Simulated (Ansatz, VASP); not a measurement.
BN in VASP and in Ansatz

File POSCAR:

```
BN
1.0
    2.5539396017      0.0000000000      0.0000000000
   -1.2769698009      2.2117765748      0.0000000000
    0.0000000000      0.0000000000      4.2268550000
B N
2 2
Direct
    0.6666666667      0.3333333333      0.9997240000
    0.3333333333      0.6666666667      0.4997240000
    0.5785674807      0.3333333333      0.7317381332
    0.3333333333      0.6666666667      0.1252760000
```

INCAR.step1

```
SYSTEM = BN
PREC = Accurate
ENCUT = 520
ISMEAR = 0
SIGMA = 0.05
LREAL = .FALSE.
LASPH = .TRUE.
NELM = 60
NBANDS = 16
GGA = PE
ALGO = Normal
EDIFF = 1E-4
LWAVE = .TRUE.
LCHARG = .FALSE.
```

Contents of INCAR.step2:

```
SYSTEM = BN
PREC = Accurate
ENCUT = 520
EDIFF = 1E-7
ISMEAR = 0
SIGMA = 0.05
LREAL = .FALSE.
LASPH = .TRUE.
NELM = 60
ALGO = Normal
ISIF = 2
LWAVE = .FALSE.
LCHARG = .TRUE.
METAGGA = R2SCAN
LMIXTAU = .TRUE.
LELF = .TRUE.
LVHAR = .TRUE.
NBANDS = 16
ISTART = 1
```

KPOINTS

```
Automatic mesh
0
G
  12 12 6
  0 0 0
```

Input for Ansatz:

```yaml
crystal:
  lattice:
    - [2.5539396017, 0.0, 0.0]
    - [-1.2769698009, 2.2117765748, 0.0]
    - [0.0, 0.0, 4.226855]
  atoms:
    - { symbol: B, position: [0.6666666667, 0.3333333333, 0.999724] }
    - { symbol: B, position: [0.3333333333, 0.6666666667, 0.499724] }
    - { symbol: "N", position: [0.5785674807, 0.3333333333, 0.7317381332] }
    - { symbol: "N", position: [0.3333333333, 0.6666666667, 0.125276] }
basis:
  ecutwfc: 500
kpoints:
  mp_grid: { grid: [12, 12, 6] }
hamiltonian:
  xc: r2scan
scf:
  occupations: { method: gaussian, width: 0.05 }
output:
  forces: true
  stress: true
  eigenvalues: true
```

Alike in both runs: task single point; functional r2SCAN; k mesh 12 × 12 × 6; occupations gaussian, width 0.05 eV; no spin polarisation.

|  | VASP | Ansatz |
| --- | --- | --- |
| version | VASP 6.6.1 | Ansatz 0.2.0 |
| potentials or method | VASP PAW PBE potentials, release 64 (B, N), cutoff 520 eV | scalar-relativistic, plane waves, PAW |
| valence electrons in the cell | 16 | 16 |

Ansatz gave:

| Item | Value |
| --- | --- |
| gap on the k mesh at the Fermi level (eV) | 1.25 |
| least direct gap on the mesh (eV) | 4.39 |
| rms of the force components (eV/Å) | 11.125 |

Which values does VASP return?

gap on the k mesh at the Fermi level (eV): 1.25; least direct gap on the mesh (eV): 4.39; rms of the force components (eV/Å): 11.211.

VASP's potentials were made for PBE, not for r2SCAN. Atom by atom the forces differ by 0.088 eV/Å (rms over components).
